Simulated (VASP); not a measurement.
# Pt (Cmcm) in VASP: single point with PBEsol

Aim: the single point of Pt with PBEsol.

All numbers are computed with VASP 6.6.1; they aren't measurements. Logs are shortened: lines on timing, memory, paths and dates and some standing lists are left out, and cuts for length are marked.

**1. The cell of the first run**

It takes space group Cmcm (No. 63, orthorhombic). The conventional cell has a = 2.761 Å, b = 4.782 Å, c = 4.792 Å, α = 90.00°, β = 90.00°, γ = 90.00°. Within 3.6 Å of Pt (site symmetry m2m) lie 12 Pt at 2.76 to 2.95 Å.

**2. Single point, PBEsol (one atom moved)**

Input file INCAR:

```
PREC = Accurate
ENCUT = 520
EDIFF = 1E-6
ISMEAR = 0
SIGMA = 0.1
LREAL = F
LASPH = T
NELM = 80
ALGO = Fast
ISIF = 2
LWAVE = F
LCHARG = F
GGA = PS
NBANDS = 17
```

Input file KPOINTS:

```
regular mesh
0
Gamma
  15 15 8
```

Input file POSCAR:

```
Pt
1.0
    2.7606656158      0.0000000000      0.0000000000
   -1.3803328079      2.3908065546      0.0000000000
    0.0000000000      0.0000000000      4.7921340000
Pt
2
Direct
    0.6666666700      0.3333333300      0.7500000000
    0.3803885799      0.7607771699      0.2500000000
```

Potentials or basis: VASP PAW PBE potentials, release 64 (Pt).

Started as:

```bash
cat potpaw_PBE.64/Pt/POTCAR > POTCAR
mpirun -np 1 vasp_std > vasp.out
```

OUTCAR:

```text
PREC = Accurate
   ENCUT = 520
   EDIFF = 1E-6
   ISMEAR = 0
   LREAL = F
   LASPH = T
   NELM = 80
   ISIF = 2
   GGA = PS

 ion  position               nearest neighbor table
   1  0.667  0.333  0.750-   2 2.76   2 2.76   2 2.95   2 2.95   2 2.95   2 2.95
   2  0.380  0.761  0.250-   1 2.76   1 2.76   1 2.95   1 2.95   1 2.95   1 2.95

  LATTYP: Found a hexagonal cell.
 ALAT       =     2.7606656158
 C/A-ratio  =     1.7358618054

  Lattice vectors:

 A1 = (   2.7606656158,   0.0000000000,   0.0000000000)
 A2 = (  -1.3803328079,   2.3908065546,   0.0000000000)
 A3 = (   0.0000000000,   0.0000000000,   4.7921340000)

Analysis of symmetry for initial positions (statically):
=====================================================================
 Subroutine PRICEL returns:
 Original cell was already a primitive cell.

 Routine SETGRP: Setting up the symmetry group for a
 hexagonal supercell.

 Subroutine GETGRP returns: Found  8 space group operations
 (whereof  2 operations were pure point group operations)
 out of a pool of 24 trial point group operations.

The static configuration has the point symmetry C_1h.
 The point group associated with its full space group is D_2h.

Analysis of symmetry for dynamics (positions and initial velocities):
=====================================================================
 Subroutine PRICEL returns:
 Original cell was already a primitive cell.

 Routine SETGRP: Setting up the symmetry group for a
 hexagonal supercell.

 Subroutine GETGRP returns: Found  8 space group operations
 (whereof  2 operations were pure point group operations)
 out of a pool of 24 trial point group operations.

The dynamic configuration has the point symmetry C_1h.
 The point group associated with its full space group is D_2h.

 Subroutine INISYM returns: Found  8 space group operations
 (whereof  2 operations are pure point group operations),
 and found     1 'primitive' translations

----------------------------------------------------------------------------------------

                                     Primitive cell

  volume of cell :      31.6291

  direct lattice vectors                    reciprocal lattice vectors
     2.760665616  0.000000000  0.000000000     0.362231483  0.209134444  0.000000000
    -1.380332808  2.390806555  0.000000000     0.000000000  0.418268888  0.000000000
     0.000000000  0.000000000  4.792134000     0.000000000  0.000000000  0.208675300

  length of vectors
     2.760665616  2.760665616  4.792134000     0.418268888  0.418268888  0.208675300

  position of ions in fractional coordinates (direct lattice)
     0.666666670  0.333333330  0.750000000
     0.380388580  0.760777170  0.250000000

  ion indices of the primitive-cell ions
   primitive index   ion index
                 1           1
                 2           2

----------------------------------------------------------------------------------------

 KPOINTS: regular mesh

Automatic generation of k-mesh.
 Grid dimensions read from file:
 generate k-points for:   15   15    8

 Generating k-lattice:

  Cartesian coordinates                     Fractional coordinates (reciprocal lattice)
     0.024148766  0.013942296  0.000000000     0.066666667  0.000000000  0.000000000
     0.000000000  0.027884593  0.000000000     0.000000000  0.066666667  0.000000000
     0.000000000  0.000000000  0.026084412     0.000000000  0.000000000  0.125000000

  Length of vectors
     0.027884593  0.027884593  0.026084412

  Shift w.r.t. Gamma in fractional coordinates (k-lattice)
     0.000000000  0.000000000  0.000000000

 Subroutine IBZKPT returns following result:
 ===========================================

 Found    320 irreducible k-points:

 Following reciprocal coordinates:
            Coordinates               Weight
  0.000000  0.000000  0.000000      1.000000
  0.066667  0.000000  0.000000      4.000000
  0.000000  0.066667  0.000000      2.000000
  0.133333  0.000000  0.000000      4.000000
  0.000000  0.133333  0.000000      2.000000
  0.200000  0.000000  0.000000      4.000000
[... 16 lines left out ...]
 -0.266667  0.200000  0.000000      4.000000
  0.266667  0.066667  0.000000      4.000000
 [... further k-points ...]
   k-points           NKPTS =    320   k-points in BZ     NKDIM =    320   number of bands    NBANDS=     17
   number of dos      NEDOS =    301   number of ions     NIONS =      2
   total plane-waves  NPLWV =  20736
   dimension x,y,z NGX =    24 NGY =   24 NGZ =   36
   dimension x,y,z NGXF=    48 NGYF=   48 NGZF=   72
   ions per type =               2
   NGX,Y,Z   is equivalent  to a cutoff of  14.45, 14.45, 12.49 a.u.
   NGXF,Y,Z  is equivalent  to a cutoff of  28.91, 28.91, 24.98 a.u.
 SYSTEM =  unknown system
   PREC   = accura    normal or accurate (medium, high low for compatibility)
   ISTART =      0    job   : 0-new  1-cont  2-samecut
   ICHARG =      2    charge: 1-file 2-atom 10-const
   ISPIN  =      1    spin polarized calculation?
   LNONCOLLINEAR =      F non collinear calculations
   LSORBIT =      F    spin-orbit coupling
   LASPH  =      T    aspherical Exc in radial PAW
   ENCUT  =  520.0 eV  38.22 Ry    6.18 a.u.   5.13  5.13  8.91*2*pi/ulx,y,z
   NELM   =     80;   NELMIN=  2; NELMDL= -5     # of ELM steps
   EDIFF  = 0.1E-05   stopping-criterion for ELM
   LREAL  =      F    real-space projection
   EDIFFG = 0.1E-04   stopping-criterion for IOM
   NSW    =      0    number of steps for IOM
   IBRION =     -1    ionic relax: 0-MD 1-quasi-New 2-CG
   NFREE  =      0    steps in history (QN), initial steepest desc. (CG)
   ISIF   =      2    stress and relaxation
   ISYM   =      2    0-nonsym 1-usesym 2-fastsym
   POTIM  = 0.5000    time-step for ionic-motion
   TEBEG  =    0.0;   TEEND  =   0.0 temperature during run
   PSTRESS=    0.0 pullay stress
   NELECT =      20.0000    total number of electrons
   NUPDOWN=      -1.0000    fix difference up-down
   EMIN   =  10.00;   EMAX   =-10.00  energy-range for DOS
   EFERMI =   0.00;   METHOD = LEGACY
   ISMEAR =     0;   SIGMA  =   0.10  broadening in eV -4-tet -1-fermi 0-gaus
   EFERMI_NEDOS =   21; number of points for ismear=-14 and -15
   IALGO  =     68    algorithm
   IMIX   =      4    mixing-type and parameters
     AMIX     =   0.40;   BMIX     =  1.00
     AMIX_MAG =   1.60;   BMIX_MAG =  1.00
  volume/ion in A,a.u.               =      15.81       106.72
  Fermi-wavevector in a.u.,A,eV,Ry     =   1.405149  2.655347 26.863944  1.974444
  Thomas-Fermi vector in A             =   2.527639
   LORBIT       =      0    0 simple, 1 ext, 2 COOP (PROOUT), +10 PAW based schemes
   GGA     = PS    functional components
   LHFCALC =     F    Hartree Fock is set to
   AEXX    =    0.0000 exact exchange contribution
   IVDW    =     0    specifies the selected vdW correction
   LEPSILON=     F    determine dielectric tensor
   LRPA    =     F    only Hartree local field effects (RPA)
 non-spin polarized calculation
 RMM-DIIS sequential band-by-band and
 Gauss-broadening in eV      SIGMA  =   0.10
  energy-cutoff  :      520.00
  volume of cell :       31.63
 maximum number of plane-waves:       866
 NGX is ok and might be reduce to    24
   NGX = 11   NGY = 11   NGZ = 17

 number of electron      20.0000002 magnetization

 Free energy of the ion-electron system (eV)
  ---------------------------------------------------
  ext. energy  EPLUGINS =         0.00000000
  ---------------------------------------------------
  free energy    TOTEN  =       -13.75815341 eV

  energy without entropy =      -13.74198784  energy(sigma->0) =      -13.75007063

 E-fermi :  10.1705     XC(G=0): -13.3409

 val. band max:       10.1694457263   @ k =   0.2000   0.2000   0.5000
 cond. band min:      10.1756668372   @ k =   0.4000   0.0000   0.5000
 fundamental gap:      0.0062211109
 Fermi energy:        10.1704968155

 k-point     1 :       0.0000    0.0000    0.0000
  band No.  band energies     occupation
      1       0.4331      2.00000
      2       3.1119      2.00000
      3       6.0764      2.00000
      4       6.7124      2.00000
      5       6.8475      2.00000
      6       7.0115      2.00000
[... 9 lines left out ...]
     16      27.2023      0.00000
     17      30.7497      0.00000

 k-point     2 :       0.0667    0.0000    0.0000
  band No.  band energies     occupation
      1       0.5933      2.00000
      2       3.2582      2.00000
      3       6.1006      2.00000
      4       6.7534      2.00000
      5       6.8904      2.00000
      6       6.9624      2.00000
[... 9 lines left out ...]
     16      27.3543      0.00000
     17      29.8178      0.00000

 k-point     3 :       0.0000    0.0667    0.0000
  band No.  band energies     occupation
      1       0.5957      2.00000
      2       3.2674      2.00000
      3       6.0690      2.00000
      4       6.6607      2.00000
      5       6.9693      2.00000
      6       7.1308      2.00000
[... 9 lines left out ...]
     16      27.4835      0.00000
     17      30.1422      0.00000

 k-point     4 :       0.1333    0.0000    0.0000
  band No.  band energies     occupation
      1       1.0559      2.00000
      2       3.6551      2.00000
      3       6.0795      2.00000
      4       6.7191      2.00000
      5       6.8635      2.00000
      6       7.2094      2.00000
[... 9 lines left out ...]
     16      27.2992      0.00000
     17      28.4155      0.00000
[... 343 lines left out ...]
      1       2.3271      2.00000
      2       4.5403      2.00000
      3       5.7427      2.00000
      4       6.2013      2.00000
      5       6.2698      2.00000
      6       7.0473      2.00000
[... 9 lines left out ...]
     16      26.3859      0.00000
     17      29.1235      0.00000

 k-point    23 :      -0.2667    0.2000    0.0000
  band No.  band energies     occupation
      1       2.2647      2.00000
      2       4.4017      2.00000
      3       5.8505      2.00000
      4       5.9210      2.00000
      5       6.3177      2.00000
      6       7.4491      2.00000
[... 9 lines left out ...]
     16      26.9793      0.00000
     17      28.4132      0.00000

 k-point    24 :       0.2667    0.0667    0.0000
  band No.  band energies     occupation
      1       3.0460      2.00000
      2       4.3895      2.00000
      3       5.2669      2.00000
      4       6.1881      2.00000
      5       6.5858      2.00000
      6       7.0827      2.00000
[... 9 lines left out ...]
     16      25.8020      0.00000
     17      27.2578      0.00000

 [... further k-points ...]

------------------------ aborting loop because EDIFF is reached ----------------------------------------

  FORCE on cell =-STRESS in cart. coord.  units (eV):
  Direction    XX          YY          ZZ          XY          YZ          ZX
  --------------------------------------------------------------------------------------
  -------------------------------------------------------------------------------------
  Total       -2.4020420     -2.0986526     -1.8516700      0.0000000      0.0000000      0.0000000
  in kB     -121.6757359   -106.3075106    -93.7965736      0.0000000      0.0000000      0.0000000
  external PRESSURE =    -107.2599400 kB  Pullay stress =       0.0000000 kB

 VOLUME and BASIS-vectors are now :
 -----------------------------------------------------------------------------
  energy-cutoff  :      520.00
  volume of cell :       31.63
      direct lattice vectors                 reciprocal lattice vectors
     2.760665616  0.000000000  0.000000000     0.362231483  0.209134444  0.000000000
    -1.380332808  2.390806555  0.000000000     0.000000000  0.418268888  0.000000000
     0.000000000  0.000000000  4.792134000     0.000000000  0.000000000  0.208675300

 POSITION                                       TOTAL-FORCE (eV/Angst)
 -----------------------------------------------------------------------------------
      1.38033      0.79694      3.59410         0.000000      0.063040      0.000000
     -0.00000      1.81887      1.19803        -0.000000     -0.063040      0.000000
 -----------------------------------------------------------------------------------
    total drift:                               -0.000003      0.000002     -0.000000

  FREE ENERGIE OF THE ION-ELECTRON SYSTEM (eV)
  ---------------------------------------------------
  free  energy   TOTEN  =       -13.7581534086 eV

  energy  without entropy=      -13.7419878449  energy(sigma->0) =      -13.75007063
```

Wall time 79 s (1 thread of AMD EPYC 9R45 (Zen 5), shared host); peak memory 0.24 GiB.

Results:

```yaml
Free_energy: -13.7582 eV
Pressure: -10.7 GPa
Largest_force: 0.063 eV/Å
Band_gap_on_the_k_mesh: zero (bands 10 and 11 overlap by 1.21 eV)
```

Forces on the atoms (eV/Å):
```
Pt   0.000  0.063  0.000
Pt   0.000 -0.063  0.000
```

Caveat: the cell differs from its parent crystal (one atom moved); the cell stands under tension; the PAW data sets were made with another functional, which shifts forces and pressure a little; spin-orbit coupling is left out, which moves the levels of the heavy elements.
